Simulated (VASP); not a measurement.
Crystal: CoO.

```
Co O
1.0
     0.00000    2.13150    2.13150
     2.13150    0.00000    2.13150
     2.13150    2.13150    0.00000
Co O
1 1
Direct
  0.00000 0.00000 0.00000
  0.50000 0.50000 0.50000
```

| Property | Result |
| --- | --- |
| Program | VASP 6.6.1 |
| Task | relaxation of cell and atoms |
| Functional | PBE exchange alone |
| Potentials or basis | VASP PAW PBE potentials, release 64 (Co, O) |
| Cutoff | 600 eV |
| k mesh | 11 × 11 × 11 |
| Occupations | fermi-dirac, width 0.05 eV |
| Spin | collinear spin, ferromagnetic start |
| Starting moments | [2.0, 0.0] μB |

At the start: pressure 21.7 GPa; volume 9.68 Å³/atom.

**Question.** Where does the relaxation end?

**Answer.** Over 3 steps the energy falls by 77.2 meV/atom and the volume is 10.96 Å³/atom (+13.2 %); space group Fm-3m (No. 225, to 0.05 Å); moment 3.00 μB per cell.

Step by step:
```
step  energy change (eV)  largest force (eV/Å)  pressure (GPa)  volume (Å³)
   1              0.0000                0.0000           21.69        19.37
   2             -0.1242                0.0000           -6.76        23.28
   3             -0.1544                0.0000            0.10        21.92
```

Final structure:
```
CELL_PARAMETERS angstrom
0.00000 2.22132 2.22132
2.22132 0.00000 2.22132
2.22132 2.22132 0.00000
ATOMIC_POSITIONS crystal
Co 0.00000 0.00000 0.00000
O 0.50000 0.50000 0.50000
```

Caveat: the volume moved by +13 % from the deposited cell, more than functionals usually miss; a cell with one magnetic atom can't hold antiferromagnetic order, which such compounds often take.
